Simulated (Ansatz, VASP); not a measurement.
## One calculation of ZnSe, two programs

File POSCAR:

```
ZnSe
1.0
    0.0000000000      2.8324246769      2.8324246769
    2.8324246769      0.0000000000      2.8324246769
    2.8324246769      2.8324246769      0.0000000000
Zn Se
1 1
Direct
    0.0000000000      0.0000000000      0.0000000000
    0.2500000000      0.2500000000      0.2500000000
```

The input INCAR.step1:

```
SYSTEM = ZnSe
PREC = Accurate
ENCUT = 520
EDIFF = 1E-5
ISMEAR = 0
SIGMA = 0.01
LREAL = .FALSE.
LASPH = .TRUE.
NELM = 60
ALGO = Normal
ISIF = 2
LWAVE = .TRUE.
LCHARG = .FALSE.
NBANDS = 16
GGA = PE
```

INCAR.step2

```
SYSTEM = ZnSe
PREC = Accurate
ENCUT = 520
EDIFF = 1E-7
ISMEAR = 0
SIGMA = 0.01
LREAL = .FALSE.
LASPH = .TRUE.
NELM = 60
ALGO = Normal
ISIF = 2
LWAVE = .FALSE.
LCHARG = .FALSE.
GGA = PE
LHFCALC = .TRUE.
AEXX = 0.1
PRECFOCK = Normal
NBANDS = 16
ISTART = 1
```

KPOINTS

```
regular mesh
0
G
  4 4 4
  0 0 0
```

Input for Ansatz:

```yaml
crystal:
  lattice:
    - [0.0, 2.8324246769, 2.8324246769]
    - [2.8324246769, 0.0, 2.8324246769]
    - [2.8324246769, 2.8324246769, 0.0]
  atoms:
    - { symbol: Zn, position: [0.0, 0.0, 0.0] }
    - { symbol: Se, position: [0.25, 0.25, 0.25] }
kpoints:
  mp_grid: { grid: [4, 4, 4] }
hamiltonian:
  xc: { exchange: pbe, correlation: pbe, exx: { coeff: 0.1 } }
scf:
  occupations: { method: fixed }
  n_extra_bands: 4
output:
  forces: true
  stress: true
  eigenvalues: true
```

Alike in both runs: task single point; functional PBE-based global hybrid; k mesh 4 × 4 × 4; no spin polarisation.

|  | VASP | Ansatz |
| --- | --- | --- |
| version | VASP 6.6.1 | Ansatz 0.2.0 |
| potentials or method | VASP PAW PBE potentials, release 64 (Zn, Se) | plane waves |
| plane-wave cutoff (eV) | 520 | 420 |
| occupations | gaussian, width 0.01 eV | fixed |
| valence electrons in the cell | 18 | 28 |

VASP gave:

| Item | Value |
| --- | --- |
| gap on the k mesh at the Fermi level (eV) | 2.02 |
| pressure (GPa) | 2.2 |

Task: Which values does Ansatz return?

Result: gap on the k mesh at the Fermi level (eV): 2.00; pressure (GPa): 2.0.

VASP's potentials were made for PBE, not for PBE-based global hybrid. VASP's potentials hold 18 valence electrons a cell and Ansatz's 28, so a difference there can come from the potentials and not from the codes. Ansatz's warnings: stress exchange threshold loose, stress scf threshold loose.

The k mesh is coarse, so the values compare programs but aren't converged.
